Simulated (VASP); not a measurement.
# NbCd3 (Pm-3m) in VASP: single point with LDA

Aim: the single point of NbCd3 with LDA.

All numbers are computed with VASP 6.6.1; they aren't measurements. Logs are shortened: lines on timing, memory, paths and dates and some standing lists are left out, and cuts for length are marked.

**1. The cell of the first run**

The structure is cubic, space group Pm-3m (No. 221). The conventional cell has a = 4.184 Å, b = 4.184 Å, c = 4.184 Å, α = 90.00°, β = 90.00°, γ = 90.00°. Nb (site symmetry m-3m) has 12 Cd at 2.96 Å within 3.9 Å. Cd (site symmetry 4/mmm) has 4 Nb at 2.96 Å and 8 Cd at 2.96 Å within 3.9 Å.

**2. Single point, LDA**

File INCAR:

```
ALGO = Normal
EDIFF = 1E-6
ENCUT = 540
GGA_COMPAT = F
ISIF = 2
ISMEAR = 0
LASPH = T
LCHARG = F
LREAL = F
LWAVE = F
NBANDS = 44
NELM = 120
PREC = Accurate
SIGMA = 0.1
```

File KPOINTS:

```
k-points
0
Gamma
  10 10 10
```

File POSCAR:

```
NbCd3
1.0
    4.1843457878      0.0000000000      0.0000000000
    0.0000000000      4.1843457878      0.0000000000
    0.0000000000      0.0000000000      4.1843457878
Nb Cd
1 3
Direct
    0.0000000000      0.0000000000      0.0000000000
    0.0000000000      0.5000000000      0.5000000000
    0.5000000000      0.0000000000      0.5000000000
    0.5000000000      0.5000000000      0.0000000000
```

Potentials or basis: VASP PAW LDA potentials, release 64 (Nb_sv, Cd_sv_GW).

Run with:

```console
$ cat potpaw_LDA.64/Nb_sv/POTCAR potpaw_LDA.64/Cd_sv_GW/POTCAR > POTCAR
$ mpirun -np 1 vasp_std > vasp.out
```

OUTCAR:

```text
EDIFF = 1E-6
   ENCUT = 540
   ISIF = 2
   ISMEAR = 0
   LASPH = T
   LREAL = F
   NELM = 120
   PREC = Accurate

 ion  position               nearest neighbor table
   1  0.000  0.000  0.000-
   2  0.000  0.500  0.500-
   3  0.500  0.000  0.500-
   4  0.500  0.500  0.000-

  LATTYP: Found a simple cubic cell.
 ALAT       =     4.1843457878

  Lattice vectors:

 A1 = (   4.1843457878,   0.0000000000,   0.0000000000)
 A2 = (   0.0000000000,   4.1843457878,   0.0000000000)
 A3 = (   0.0000000000,   0.0000000000,   4.1843457878)

Analysis of symmetry for initial positions (statically):
=====================================================================
 Subroutine PRICEL returns:
 Original cell was already a primitive cell.

 Routine SETGRP: Setting up the symmetry group for a
 simple cubic supercell.

 Subroutine GETGRP returns: Found 48 space group operations
 (whereof 48 operations were pure point group operations)
 out of a pool of 48 trial point group operations.

The static configuration has the point symmetry O_h .

Analysis of symmetry for dynamics (positions and initial velocities):
=====================================================================
 Subroutine PRICEL returns:
 Original cell was already a primitive cell.

 Routine SETGRP: Setting up the symmetry group for a
 simple cubic supercell.

 Subroutine GETGRP returns: Found 48 space group operations
 (whereof 48 operations were pure point group operations)
 out of a pool of 48 trial point group operations.

The dynamic configuration has the point symmetry O_h .

 Subroutine INISYM returns: Found 48 space group operations
 (whereof 48 operations are pure point group operations),
 and found     1 'primitive' translations

----------------------------------------------------------------------------------------

                                     Primitive cell

  volume of cell :      73.2627

  direct lattice vectors                    reciprocal lattice vectors
     4.184345788  0.000000000  0.000000000     0.238985985  0.000000000  0.000000000
     0.000000000  4.184345788  0.000000000     0.000000000  0.238985985  0.000000000
     0.000000000  0.000000000  4.184345788     0.000000000  0.000000000  0.238985985
[... 78 lines left out ...]
 SYSTEM =  unknown system
   PREC   = accura    normal or accurate (medium, high low for compatibility)
   ISTART =      0    job   : 0-new  1-cont  2-samecut
   ICHARG =      2    charge: 1-file 2-atom 10-const
   ISPIN  =      1    spin polarized calculation?
   LNONCOLLINEAR =      F non collinear calculations
   LSORBIT =      F    spin-orbit coupling
   LASPH  =      T    aspherical Exc in radial PAW
   ENCUT  =  540.0 eV  39.69 Ry    6.30 a.u.   7.93  7.93  7.93*2*pi/ulx,y,z
   NELM   =    120;   NELMIN=  2; NELMDL= -5     # of ELM steps
   EDIFF  = 0.1E-05   stopping-criterion for ELM
   LREAL  =      F    real-space projection
   EDIFFG = 0.1E-04   stopping-criterion for IOM
   NSW    =      0    number of steps for IOM
   IBRION =     -1    ionic relax: 0-MD 1-quasi-New 2-CG
   NFREE  =      0    steps in history (QN), initial steepest desc. (CG)
   ISIF   =      2    stress and relaxation
   ISYM   =      2    0-nonsym 1-usesym 2-fastsym
   POTIM  = 0.5000    time-step for ionic-motion
   TEBEG  =    0.0;   TEEND  =   0.0 temperature during run
   PSTRESS=    0.0 pullay stress
   NELECT =      73.0000    total number of electrons
   NUPDOWN=      -1.0000    fix difference up-down
   EMIN   =  10.00;   EMAX   =-10.00  energy-range for DOS
   EFERMI =   0.00;   METHOD = LEGACY
   ISMEAR =     0;   SIGMA  =   0.10  broadening in eV -4-tet -1-fermi 0-gaus
   EFERMI_NEDOS =   21; number of points for ismear=-14 and -15
   IALGO  =     38    algorithm
   IMIX   =      4    mixing-type and parameters
     AMIX     =   0.40;   BMIX     =  1.00
     AMIX_MAG =   1.60;   BMIX_MAG =  1.00
  volume/ion in A,a.u.               =      18.32       123.60
  Fermi-wavevector in a.u.,A,eV,Ry     =   1.635140  3.089966 36.377653  2.673682
  Thomas-Fermi vector in A             =   2.726662
   LORBIT       =      0    0 simple, 1 ext, 2 COOP (PROOUT), +10 PAW based schemes
   GGA     = CA    functional components
   LHFCALC =     F    Hartree Fock is set to
   AEXX    =    0.0000 exact exchange contribution
   IVDW    =     0    specifies the selected vdW correction
   LEPSILON=     F    determine dielectric tensor
   LRPA    =     F    only Hartree local field effects (RPA)
 non-spin polarized calculation
 Gauss-broadening in eV      SIGMA  =   0.10
  energy-cutoff  :      540.00
  volume of cell :       73.26
 maximum number of plane-waves:      2176
 NGX is ok and might be reduce to    32
   NGX = 15   NGY = 15   NGZ = 15

 number of electron      73.0000075 magnetization

 Free energy of the ion-electron system (eV)
  ---------------------------------------------------
  ext. energy  EPLUGINS =         0.00000000
  ---------------------------------------------------
  free energy    TOTEN  =       -15.54701476 eV

  energy without entropy =      -15.54002362  energy(sigma->0) =      -15.54351919

 E-fermi :   8.2587     XC(G=0): -12.6472

 val. band max:        8.2122420749   @ k =   0.1000   0.1000   0.0000
 cond. band min:       8.2942323319   @ k =   0.3000   0.3000   0.1000
 fundamental gap:      0.0819902570
 Fermi energy:         8.2587460350

 k-point     1 :       0.0000    0.0000    0.0000
  band No.  band energies     occupation
      1     -93.6453      2.00000
      2     -93.6380      2.00000
      3     -93.6380      2.00000
      4     -55.0574      2.00000
      5     -55.0574      2.00000
      6     -55.0574      2.00000
[... 1117 lines left out ...]
     43      15.0659      0.00000
     44      15.4719      0.00000

 [... further k-points ...]
[... 5 lines left out ...]
  --------------------------------------------------------------------------------------
  -------------------------------------------------------------------------------------
  Total       -0.7587713     -0.7587713     -0.7587713     -0.0000000     -0.0000000     -0.0000000
  in kB      -16.5935292    -16.5935292    -16.5935292     -0.0000000     -0.0000000     -0.0000000
  external PRESSURE =     -16.5935292 kB  Pullay stress =       0.0000000 kB

 VOLUME and BASIS-vectors are now :
 -----------------------------------------------------------------------------
  energy-cutoff  :      540.00
  volume of cell :       73.26
      direct lattice vectors                 reciprocal lattice vectors
     4.184345788  0.000000000  0.000000000     0.238985985  0.000000000  0.000000000
     0.000000000  4.184345788  0.000000000     0.000000000  0.238985985  0.000000000
     0.000000000  0.000000000  4.184345788     0.000000000  0.000000000  0.238985985

 POSITION                                       TOTAL-FORCE (eV/Angst)
 -----------------------------------------------------------------------------------
      0.00000      0.00000      0.00000         0.000000      0.000000      0.000000
      0.00000      2.09217      2.09217         0.000000      0.000000      0.000000
      2.09217      0.00000      2.09217         0.000000      0.000000      0.000000
      2.09217      2.09217      0.00000         0.000000      0.000000      0.000000
 -----------------------------------------------------------------------------------
    total drift:                                0.000000     -0.000000     -0.000000

  FREE ENERGIE OF THE ION-ELECTRON SYSTEM (eV)
  ---------------------------------------------------
  free  energy   TOTEN  =       -15.5470147618 eV

  energy  without entropy=      -15.5400236215  energy(sigma->0) =      -15.54351919
```

OSZICAR:

```text
N       E                     dE             d eps       ncg     rms          rms(c)
DAV:   1     0.205558572339E+04    0.20556E+04   -0.42675E+04  5112   0.250E+03
DAV:   2     0.228508755509E+03   -0.18271E+04   -0.17728E+04  4936   0.106E+03
DAV:   3     0.108241582180E+01   -0.22743E+03   -0.22131E+03  7712   0.483E+02
DAV:   4    -0.154073404571E+02   -0.16490E+02   -0.16234E+02  8080   0.154E+02
DAV:   5    -0.163887013988E+02   -0.98136E+00   -0.97837E+00  9108   0.314E+01    0.650E+01
DAV:   6    -0.156520998191E+02    0.73660E+00   -0.29590E+00  8248   0.232E+01    0.349E+01
DAV:   7    -0.155660991251E+02    0.86001E-01   -0.54936E-01  8180   0.584E+00    0.887E+00
DAV:   8    -0.155516674801E+02    0.14432E-01   -0.20252E-01  7416   0.542E+00    0.137E+00
DAV:   9    -0.155473708558E+02    0.42966E-02   -0.23825E-02  8024   0.111E+00    0.387E-01
DAV:  10    -0.155470195491E+02    0.35131E-03   -0.26699E-03  6924   0.442E-01    0.144E-01
DAV:  11    -0.155470146061E+02    0.49430E-05   -0.22805E-04  7860   0.168E-01    0.109E-02
DAV:  12    -0.155470146659E+02   -0.59741E-07   -0.11067E-05  6720   0.317E-02    0.973E-03
DAV:  13    -0.155470147618E+02   -0.95923E-07   -0.66963E-07  3272   0.115E-02
   1 F= -.15547015E+02 E0= -.15543519E+02  d E =-.699114E-02
```

Wall time 89 s (1 thread of AMD EPYC 9R45 (Zen 5), shared host); peak memory 0.26 GiB.

What came out:

* Free energy: -15.5470 eV
* Pressure: -1.7 GPa
* Band gap on the k mesh: zero (an odd number of electrons rules out a gap without spin polarisation)
